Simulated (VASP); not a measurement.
# I (Im-3m) in VASP: a series of runs

Runs on I. Level: PBE. Tasks: single point, relaxation of cell and atoms.

All numbers are computed with VASP 6.6.1; they aren't measurements. Logs are shortened: lines on timing, memory, paths and dates and some standing lists are left out, and cuts for length are marked.

### Step 1. The cell of the first run

It takes space group Im-3m (No. 229, cubic). Conventional cell: a = 4.166 Å, b = 4.166 Å, c = 4.166 Å, α = 90.00°, β = 90.00°, γ = 90.00°. Within 4.7 Å of I (site symmetry m-3m) lie 14 I at 3.61 to 4.17 Å.

### Step 2. Single point, PBE

The input, INCAR:

```
SYSTEM = I
ALGO     = Normal         ! electronic algorithm
EDIFF    = 1E-6           ! SCF threshold, eV
ENCUT    = 500            ! plane-wave cutoff, eV
GGA      = PE             ! functional
GGA_COMPAT= .FALSE.      
ISIF     = 2              ! what is computed and relaxed
ISMEAR   = 0              ! smearing method
LASPH    = .TRUE.         ! aspherical terms in the spheres
LCHARG   = .FALSE.        ! write CHGCAR
LREAL    = .FALSE.        ! projectors in reciprocal space
LWAVE    = .FALSE.        ! write WAVECAR
NBANDS   = 10             ! bands
NELM     = 120            ! most SCF steps
PREC     = Accurate       ! precision mode
SIGMA    = 0.05           ! smearing width, eV
```

The input, KPOINTS:

```
k-points
0
G
  9 9 9
  0 0 0
```

The input, POSCAR:

```
I
1.0
   -2.0831270238      2.0831270238      2.0831270238
    2.0831270238     -2.0831270238      2.0831270238
    2.0831270238      2.0831270238     -2.0831270238
I
1
Direct
    0.0000000000      0.0000000000      0.0000000000
```

Potentials or basis: VASP PAW PBE potentials, release 64 (I).

Run with:

```console
cat potpaw_PBE.64/I/POTCAR > POTCAR
mpirun -np 1 vasp_std > vasp.out
```

OUTCAR:

```text
SYSTEM = I
   EDIFF = 1E-6
   ENCUT = 500
   GGA = PE
   ISIF = 2
   ISMEAR = 0
   LASPH = .TRUE.
   LREAL = .FALSE.
   NELM = 120
   PREC = Accurate

 ion  position               nearest neighbor table
   1  0.000  0.000  0.000-

  LATTYP: Found a body centered cubic cell.
 ALAT       =     4.1662540476

  Lattice vectors:

 A1 = (  -2.0831270238,   2.0831270238,   2.0831270238)
 A2 = (   2.0831270238,  -2.0831270238,   2.0831270238)
 A3 = (   2.0831270238,   2.0831270238,  -2.0831270238)

Analysis of symmetry for initial positions (statically):
=====================================================================
 Subroutine PRICEL returns:
 Original cell was already a primitive cell.

 Routine SETGRP: Setting up the symmetry group for a
 body centered cubic supercell.

 Subroutine GETGRP returns: Found 48 space group operations
 (whereof 48 operations were pure point group operations)
 out of a pool of 48 trial point group operations.

The static configuration has the point symmetry O_h .

Analysis of symmetry for dynamics (positions and initial velocities):
=====================================================================
 Subroutine PRICEL returns:
 Original cell was already a primitive cell.

 Routine SETGRP: Setting up the symmetry group for a
 body centered cubic supercell.

 Subroutine GETGRP returns: Found 48 space group operations
 (whereof 48 operations were pure point group operations)
 out of a pool of 48 trial point group operations.

The dynamic configuration has the point symmetry O_h .

 Subroutine INISYM returns: Found 48 space group operations
 (whereof 48 operations are pure point group operations),
 and found     1 'primitive' translations

----------------------------------------------------------------------------------------

                                     Primitive cell

  volume of cell :      36.1582

  direct lattice vectors                    reciprocal lattice vectors
    -2.083127024  2.083127024  2.083127024     0.000000000  0.240023769  0.240023769
     2.083127024 -2.083127024  2.083127024     0.240023769  0.000000000  0.240023769
     2.083127024  2.083127024 -2.083127024     0.240023769  0.240023769  0.000000000

  length of vectors
     3.608081844  3.608081844  3.608081844     0.339444870  0.339444870  0.339444870

[... 79 lines left out ...]
   LREAL  =      F    real-space projection
   EDIFFG = 0.1E-04   stopping-criterion for IOM
   NSW    =      0    number of steps for IOM
   IBRION =     -1    ionic relax: 0-MD 1-quasi-New 2-CG
   NFREE  =      0    steps in history (QN), initial steepest desc. (CG)
   ISIF   =      2    stress and relaxation
   ISYM   =      2    0-nonsym 1-usesym 2-fastsym
   POTIM  = 0.5000    time-step for ionic-motion
   TEBEG  =    0.0;   TEEND  =   0.0 temperature during run
   PSTRESS=    0.0 pullay stress
   NELECT =       7.0000    total number of electrons
   NUPDOWN=      -1.0000    fix difference up-down
   EMIN   =  10.00;   EMAX   =-10.00  energy-range for DOS
   EFERMI =   0.00;   METHOD = LEGACY
   ISMEAR =     0;   SIGMA  =   0.05  broadening in eV -4-tet -1-fermi 0-gaus
   EFERMI_NEDOS =   21; number of points for ismear=-14 and -15
   IALGO  =     38    algorithm
   IMIX   =      4    mixing-type and parameters
     AMIX     =   0.40;   BMIX     =  1.00
     AMIX_MAG =   1.60;   BMIX_MAG =  1.00
  volume/ion in A,a.u.               =      36.16       244.01
  Fermi-wavevector in a.u.,A,eV,Ry     =   0.947047  1.789660 12.203051  0.896899
  Thomas-Fermi vector in A             =   2.075104
   LORBIT       =      0    0 simple, 1 ext, 2 COOP (PROOUT), +10 PAW based schemes
   GGA     = PE    functional components
   LHFCALC =     F    Hartree Fock is set to
   AEXX    =    0.0000 exact exchange contribution
   IVDW    =     0    specifies the selected vdW correction
   LEPSILON=     F    determine dielectric tensor
   LRPA    =     F    only Hartree local field effects (RPA)
 non-spin polarized calculation
 Gauss-broadening in eV      SIGMA  =   0.05
  energy-cutoff  :      500.00
  volume of cell :       36.16
 maximum number of plane-waves:       939
   NGX = 13   NGY = 13   NGZ = 13

 number of electron       7.0000000 magnetization

 Free energy of the ion-electron system (eV)
  ---------------------------------------------------
  ext. energy  EPLUGINS =         0.00000000
  ---------------------------------------------------
  free energy    TOTEN  =        -1.04126340 eV

  energy without entropy =       -1.03721646  energy(sigma->0) =       -1.03923993

 E-fermi :   4.1965     XC(G=0):  -8.9591

 val. band max:        4.1866293827   @ k =   0.3333   0.2222   0.0000
 cond. band min:       4.1996329358   @ k =  -0.4444   0.4444   0.1111
 fundamental gap:      0.0130035530
 Fermi energy:         4.1965168373

 k-point     1 :       0.0000    0.0000    0.0000
  band No.  band energies     occupation
      1      -9.1256      2.00000
      2       5.0174      0.00000
      3       5.0174      0.00000
      4       5.0174      0.00000
      5      11.0924      0.00000
      6      13.9782      0.00000
      7      13.9782      0.00000
      8      13.9782      0.00000
      9      16.2230      0.00000
     10      16.2230      0.00000
[... 287 lines left out ...]
 k-point    24 :      -0.4444   -0.4444    0.1111
  band No.  band energies     occupation
      1      -7.5152      2.00000
      2       0.2882      2.00000
      3       2.3385      2.00000
      4       4.0462      1.99998
      5      10.9968      0.00000
      6      12.4780      0.00000
      7      13.6592      0.00000
      8      14.9876      0.00000
      9      20.1741      0.00000
     10      21.4175      0.00000

 [... further k-points ...]

------------------------ aborting loop because EDIFF is reached ----------------------------------------

  FORCE on cell =-STRESS in cart. coord.  units (eV):
  Direction    XX          YY          ZZ          XY          YZ          ZX
  --------------------------------------------------------------------------------------
  -------------------------------------------------------------------------------------
  Total       -0.0059030     -0.0059030     -0.0059030     -0.0000000     -0.0000000      0.0000000
  in kB       -0.2615645     -0.2615645     -0.2615645     -0.0000000     -0.0000000      0.0000000
  external PRESSURE =      -0.2615645 kB  Pullay stress =       0.0000000 kB

 VOLUME and BASIS-vectors are now :
 -----------------------------------------------------------------------------
  energy-cutoff  :      500.00
  volume of cell :       36.16
      direct lattice vectors                 reciprocal lattice vectors
    -2.083127024  2.083127024  2.083127024     0.000000000  0.240023769  0.240023769
     2.083127024 -2.083127024  2.083127024     0.240023769  0.000000000  0.240023769
     2.083127024  2.083127024 -2.083127024     0.240023769  0.240023769  0.000000000

 POSITION                                       TOTAL-FORCE (eV/Angst)
 -----------------------------------------------------------------------------------
      0.00000      0.00000      0.00000         0.000000      0.000000     -0.000000
 -----------------------------------------------------------------------------------
    total drift:                                0.000000      0.000000      0.000000

  FREE ENERGIE OF THE ION-ELECTRON SYSTEM (eV)
  ---------------------------------------------------
  free  energy   TOTEN  =        -1.0412633999 eV

  energy  without entropy=       -1.0372164626  energy(sigma->0) =       -1.03923993
```

stdout:

```text
POSCAR found type information on POSCAR I
 POSCAR found :  1 types and       1 ions
 scaLAPACK will be used
 LDA part: xc-table for (Slater+PW92), standard interpolation
 POSCAR, INCAR and KPOINTS ok, starting setup
 FFT: planning ... GRIDC
 FFT: planning ... GRID_SOFT
 FFT: planning ... GRID
 WAVECAR not read
 entering main loop
```

It took 9.1 s on 1 thread of Intel Xeon Platinum 8375C at 2.90GHz (Ice Lake), shared host; peak memory 0.16 GiB.

What came out:

| Property | Result |
| --- | --- |
| Free energy | -1.0413 eV |
| Pressure | 0.0 GPa |
| Band gap on the k mesh | zero (an odd number of electrons rules out a gap without spin polarisation) |

Levels at points of the mesh, in eV from the Fermi level:
| k point | band 2 | band 3 | band 4 | band 5 | band 6 | band 7 |
| --- | --- | --- | --- | --- | --- | --- |
| (0.00, 0.00, 0.00) | 0.82 | 0.82 | 0.82 | 6.90 | 9.78 | 9.78 |

Caveat: spin-orbit coupling is left out, which moves the levels of the heavy elements; an odd number of electrons without spin polarisation forces a metal; a magnetic or distorted state may lie lower.

(Part 1 of 2 ends here.)
